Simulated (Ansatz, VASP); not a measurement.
**One calculation of Ti3Al, two programs**

Contents of INCAR:

```
PREC     = Accurate       # precision mode
ENCUT    = 520            # plane-wave cutoff, eV
EDIFF    = 1E-6           # SCF threshold, eV
ISMEAR   = 0              # smearing method
SIGMA    = 0.15           # smearing width, eV
LREAL    = False          # projectors in reciprocal space
LASPH    = True           # aspherical terms in the spheres
NELM     = 80             # most SCF steps
ALGO     = Fast           # electronic algorithm
ISIF     = 2              # what is computed and relaxed
LWAVE    = False          # write WAVECAR
LCHARG   = False          # write CHGCAR
GGA      = PS             # functional
NBANDS   = 28             # bands
```

The input KPOINTS:

```
Automatic mesh
0
Gamma
  15 15 6
```

Contents of POSCAR:

```
Ti3Al
1.0
    2.8221296140      0.0000000000      0.0000000000
   -1.4110648070      2.4440359385      0.0000000000
    0.0000000000      0.0000000000      9.6195110023
Ti Al
3 1
Direct
    0.6666666667      0.3333333333      0.0000000000
    0.3333333333      0.6666666667      0.7566446634
    0.3333333333      0.6666666667      0.2433553366
    0.6666666667      0.3333333333      0.5000000000
```

Input for Ansatz:

```yaml
crystal:
  lattice:
    - [2.822129614, 0.0, 0.0]
    - [-1.411064807, 2.4440359385, 0.0]
    - [0.0, 0.0, 9.6195110023]
  atoms:
    - { symbol: Ti, position: [0.6666666667, 0.3333333333, 0.0] }
    - { symbol: Ti, position: [0.3333333333, 0.6666666667, 0.7566446634] }
    - { symbol: Ti, position: [0.3333333333, 0.6666666667, 0.2433553366] }
    - { symbol: Al, position: [0.6666666667, 0.3333333333, 0.5] }
basis:
  ecutwfc: 520.0
kpoints:
  mp_grid: { grid: [15, 15, 6] }
hamiltonian:
  xc: pbesol
  pseudopotentials: { kind: paw, azcp: { folder: soft_1 } }
scf:
  occupations: { method: gaussian, width: 0.15 }
output:
  forces: true
  stress: true
  eigenvalues: true
```

Alike in both runs: task single point; functional PBEsol; k mesh 15 × 15 × 6; occupations gaussian, width 0.15 eV; no spin polarisation.

|  | VASP | Ansatz |
| --- | --- | --- |
| version | VASP 6.6.1 | Ansatz 0.2.0 |
| potentials or method | VASP PAW PBE potentials, release 64 (Ti_sv, Al), cutoff 520 eV | scalar-relativistic, plane waves, PAW |
| valence electrons in the cell | 39 | 39 |

|  | VASP | Ansatz | Ansatz less VASP |
| --- | --- | --- | --- |
| gap on the k mesh at the Fermi level (eV) | none | none | - |
| pressure (GPa) | 0.0 | 0.1 | +0.18 |
| traceless stress, the component that is largest in VASP (GPa) | -7.86 | -7.93 | -0.078 |
| rms of the force components (eV/Å) | 0.208 | 0.213 | +0.0053 |

VASP's potentials were made for PBE, not for PBEsol, and Ansatz warns of the same on its side. Atom by atom the forces differ by 0.005 eV/Å (rms over components). A gap of «none» marks a metal or a gap that the smearing closes.
